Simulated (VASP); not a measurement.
Input of a VASP 6.6.1 run:

File INCAR:

```
SYSTEM = Pt
ALGO = Normal
EDIFF = 1E-6
ENCUT = 500
GGA = CA
GGA_COMPAT = .FALSE.
ISIF = 2
ISMEAR = 0
LASPH = .TRUE.
LCHARG = .FALSE.
LREAL = .FALSE.
LWAVE = .FALSE.
NBANDS = 11
NELM = 120
PREC = Accurate
SIGMA = 0.1
```

The input KPOINTS:

```
k-points
0
G
  8 8 8
  0 0 0
```

The input POSCAR:

```
Pt
1.0
   -1.5842200000      1.5842200000      1.5842200000
    1.5842200000     -1.5842200000      1.5842200000
    1.5842200000      1.5842200000     -1.5842200000
Pt
1
Direct
    0.0000000000      0.0000000000      0.0000000000
```

Potentials or basis: VASP PAW LDA potentials, release 64 (Pt).

Command:

```console
$ cat potpaw_LDA.64/Pt/POTCAR > POTCAR
$ mpirun -np 1 vasp_std > vasp.out
```

(1) What does it give for the band gap on the k mesh?

(2) Estimate the pressure.

Results:

(1) zero (band 5 reaches 10.92 eV, above the bottom of band 6 at 8.99 eV).

(2) -13.8 GPa.

Caveat: spin-orbit coupling is left out, which moves the levels of the heavy elements.
